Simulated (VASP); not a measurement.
Runs of VASP 6.6.1 on CoSi2. The structure is that of space group Immm (No. 71), or close to it. The cells are those of the table. 

| cell | gap on the mesh (eV) | pressure (GPa) | largest force (eV/Å) |
| --- | --- | --- | --- |
| a = 3.769, b = 3.769, c = 3.834 Å, angles 59.4, 59.4, 61.2°, 3 atoms | none | 1.0 | (a) |
| a = 3.790 Å, angles 60.0°, 3 atoms | none | 4.3 | 2.20 |
| a = 3.837, b = 3.837, c = 3.702 Å, angles 61.2, 61.2, 57.7°, 3 atoms | none | (b) | 1.23 |
| a = 3.813, b = 3.813, c = 3.746 Å, angles 60.6, 60.6, 58.8°, 3 atoms | none | 4.0 | 1.95 |
| a = 3.748, b = 3.748, c = 3.879 Å, angles 58.8, 58.8, 62.3°, 3 atoms | none | 5.9 | (c) |

Alike in all rows: task single point; level PBE; potentials or basis VASP PAW PBE potentials, release 64 (Co, Si); no spin polarisation; k mesh 12 × 12 × 12; cutoff (eV) 520; smearing gaussian 0.15 eV.

Estimate the missing entries.

(a) 1.08; (b) 2.3; (c) 3.05.

Caveats: forces of over 1 eV/Å act on the atoms, so gaps and moduli don't describe the material at rest.

A gap of «none» marks levels without a gap at the run's occupations.
